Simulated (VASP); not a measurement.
A run of VASP 6.6.1:

Contents of INCAR:

```
SYSTEM = Mg2B3
PREC     = Accurate       ! precision mode
ENCUT    = 600            ! plane-wave cutoff, eV
EDIFF    = 1E-7           ! SCF threshold, eV
ISMEAR   = 0              ! smearing method
SIGMA    = 0.1            ! smearing width, eV
LREAL    = .False.        ! projectors in reciprocal space
LASPH    = .True.         ! aspherical terms in the spheres
NELM     = 100            ! most SCF steps
ALGO     = Normal         ! electronic algorithm
ISIF     = 3              ! what is computed and relaxed
LWAVE    = .False.        ! write WAVECAR
LCHARG   = .False.        ! write CHGCAR
GGA      = PE             ! functional
IBRION   = 2              ! ionic algorithm
NSW      = 100            ! ionic steps
EDIFFG   = -0.01          ! ionic threshold
```

Contents of KPOINTS:

```
Automatic mesh
0
Gamma
  12 12 12
  0 0 0
```

POSCAR

```
Mg2B3
1.0
    1.5199942682      0.8775690999      7.1421467163
   -1.5199942682      0.8775690999      7.1421467163
    0.0000000000     -1.7551381999      7.1421467163
Mg B
2 3
Direct
    0.4173410242      0.4173410242      0.4173410242
    0.5826589758      0.5826589758      0.5826589758
    0.0000000000      0.0000000000      0.0000000000
    0.1661220571      0.1661220571      0.1661220571
    0.8338779429      0.8338779429      0.8338779429
```

Potentials or basis: VASP PAW PBE potentials, release 64 (Mg, B).

Run with:

```bash
$ cat potpaw_PBE.64/Mg/POTCAR potpaw_PBE.64/B/POTCAR > POTCAR
$ mpirun -np 1 vasp_std > vasp.out
```

Hardware: 1 thread of Intel Xeon 8259CL (shared host).

Question: How long does it take, and how much memory?

Answer: Wall time 45 min on 1 thread of Intel Xeon 8259CL, with other jobs on the host, peak memory 0.63 GiB. Counts: scf iterations 58, k points 189, ion steps 7.
